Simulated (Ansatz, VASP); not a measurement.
**Two plane-wave programs on Cs**

```
Cs
1.0
     0.00000    3.79808    3.79808
     3.79808    0.00000    3.79808
     3.79808    3.79808    0.00000
Cs
1
Direct
  0.00000 0.00000 0.00000
```

Alike in both runs: task relaxation of cell and atoms; functional PBEsol; k mesh 12 × 12 × 12; occupations gaussian, width 0.1 eV; no spin polarisation.

|  | VASP | Ansatz |
| --- | --- | --- |
| version | VASP 6.6.1 | Ansatz 0.2.0 |
| potentials or method | VASP PAW PBE potentials, release 64 (Cs_sv), cutoff 600 eV | scalar-relativistic, plane waves, PAW |
| valence electrons in the cell | 9 | 9 |

Ansatz gave:

* gap on the k mesh at the Fermi level, each at its own relaxed structure (eV): none
* relaxed volume (Å³/atom): 109.58
* relaxed length of the cell vector where the two differ most in proportion (Å): 5.371

Question: What did VASP give for the same quantities?

Answer: gap on the k mesh at the Fermi level, each at its own relaxed structure (eV): none; relaxed volume (Å³/atom): 109.35; relaxed length of the cell vector where the two differ most in proportion (Å): 5.368.

VASP's potentials were made for PBE, not for PBEsol. A gap of «none» marks a metal or a gap that the smearing closes.

Neither program's run includes spin-orbit coupling.
